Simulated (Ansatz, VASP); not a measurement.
## Sn in VASP and in Ansatz

```
Sn
1.0
     0.00000    2.98921    2.98921
     2.98921    0.00000    2.98921
     2.98921    2.98921    0.00000
Sn
2
Direct
  0.50000 0.50000 0.50000
  0.75000 0.75000 0.75000
```

Alike in both runs: task single point; functional PBEsol; k mesh 6 × 6 × 6; occupations gaussian, width 0.1 eV; no spin polarisation.

|  | VASP | Ansatz |
| --- | --- | --- |
| version | VASP 6.6.1 | Ansatz 0.2.0 |
| potentials or method | VASP PAW PBE potentials, release 64 (Sn_d), cutoff 520 eV | scalar-relativistic, plane waves, PAW |
| valence electrons in the cell | 28 | 28 |

```tsv
	VASP	Ansatz	Ansatz less VASP
gap on the k mesh at the Fermi level (eV)	0.18	0.18	-0.001
least direct gap on the mesh (eV)	1.03	1.02	-0.005
pressure (GPa)	21.4	21.5	+0.09
```

VASP's potentials were made for PBE, not for PBEsol.
